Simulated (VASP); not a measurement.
Crystal: Ta2Ga.

```xyz
6
Lattice="0.0000 3.7175 3.7175 3.7175 0.0000 3.7175 3.7175 3.7175 0.0000" Properties=species:S:1:pos:R:3 pbc="T T T"
Ta    4.6469    4.6469    4.6469
Ta    4.6469    2.7881    2.7881
Ta    2.7881    2.7881    4.6469
Ta    2.7881    4.6469    2.7881
Ga    0.0000    0.0000    0.0000
Ga    1.8588    1.8588    1.8588
```

| Item | Value |
| --- | --- |
| Program | VASP 6.6.1 |
| Task | relaxation of cell and atoms |
| Functional | r2SCAN |
| Potentials or basis | VASP PAW PBE potentials, release 64 (Ta_pv, Ga_d) |
| Cutoff | 600 eV |
| k mesh | 4 × 4 × 4 |
| Occupations | gaussian, width 0.1 eV |
| Spin | no spin polarisation |

At the start: pressure 18.0 GPa; volume 17.13 Å³/atom.

Task: How do energy, volume and symmetry change on relaxing?

Result: Over 4 steps the energy falls by 98.0 meV/atom and the volume is 19.03 Å³/atom (+11.1 %); space group Fd-3m (No. 227, to 0.1 Å) before and after.

The path:
| step | energy change (eV) | largest force (eV/Å) | pressure (GPa) | volume (Å³) |
| --- | --- | --- | --- | --- |
| 1 | 0.0000 | 0.0000 | 17.98 | 102.75 |
| 2 | 0.5909 | 0.0000 | -16.50 | 134.06 |
| 3 | -0.5871 | 0.0000 | -0.54 | 114.58 |
| 4 | -0.5879 | 0.0000 | -0.05 | 114.18 |

Final structure:
```xyz
6
Lattice="0.0000 3.8506 3.8506 3.8506 0.0000 3.8506 3.8506 3.8506 0.0000" Properties=species:S:1:pos:R:3 pbc="T T T"
Ta    4.8132    4.8132    4.8132
Ta    4.8132    2.8879    2.8879
Ta    2.8879    2.8879    4.8132
Ta    2.8879    4.8132    2.8879
Ga    0.0000    0.0000    0.0000
Ga    1.9253    1.9253    1.9253
```

Caveat: the k points lie up to 0.35 Å⁻¹ apart in the final cell; the PAW data sets were made with another functional, which shifts forces and pressure a little.
